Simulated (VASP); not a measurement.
Wanted: the native input for a VASP 6.6.1 run.

- Task: single point
- Functional: PBEsol
- Dispersion: D3(BJ)
- Potentials or basis: VASP PAW PBE potentials, release 64 (Ru_pv, Te)
- Cutoff: 520 eV
- k mesh: 12 × 12 × 12
- Occupations: tetrahedron
- Spin: no spin polarisation
- Dipole correction: no
- Further INCAR settings: ALGO = Normal; EDIFF = 1e-06; NBANDS = 17

The structure of TeRu lies in POSCAR:

```
TeRu
1.0
    0.0000000000      2.7105248454      2.7105248454
    2.7105248454      0.0000000000      2.7105248454
    2.7105248454      2.7105248454      0.0000000000
Ru Te
1 1
Direct
    0.5000000000      0.5000000000      0.5000000000
    0.0000000000      0.0000000000      0.0000000000
```

These files were run (other wordings do the same):

INCAR

```
SYSTEM = TeRu
PREC = Accurate
ENCUT = 520
EDIFF = 1E-6
ISMEAR = -5
SIGMA = 0.1
LREAL = .FALSE.
LASPH = .TRUE.
NELM = 100
ALGO = Normal
ISIF = 2
LWAVE = .FALSE.
LCHARG = .FALSE.
GGA = PS
IVDW = 12
NBANDS = 17
```

KPOINTS

```
Automatic mesh
0
G
  12 12 12
  0 0 0
```

Potentials or basis: VASP PAW PBE potentials, release 64 (Ru_pv, Te).

Run with:

```bash
$ cat potpaw_PBE.64/Ru_pv/POTCAR potpaw_PBE.64/Te/POTCAR > POTCAR
$ mpirun -np 1 vasp_std > vasp.out
```

It gave:

```json
{
 "Pressure": "-8.8 GPa",
 "Band gap on the k mesh": "zero (band 10 reaches 10.37 eV, above the bottom of band 11 at 9.67 eV)",
 "Dispersion energy per atom": "-0.539 eV"
}
```

Caveat: three body term missing; the PAW data sets were made with another functional, which shifts forces and pressure a little; spin-orbit coupling is left out, which moves the levels of the heavy elements; pairwise dispersion overbinds metals, which lowers pressure and volume; tetrahedron occupations give inexact forces and stress in metals.

Wall time 20 s on 1 thread of Intel(R) Xeon(R) 6975P-C (Granite Rapids), on a shared host, peak memory 0.21 GiB.
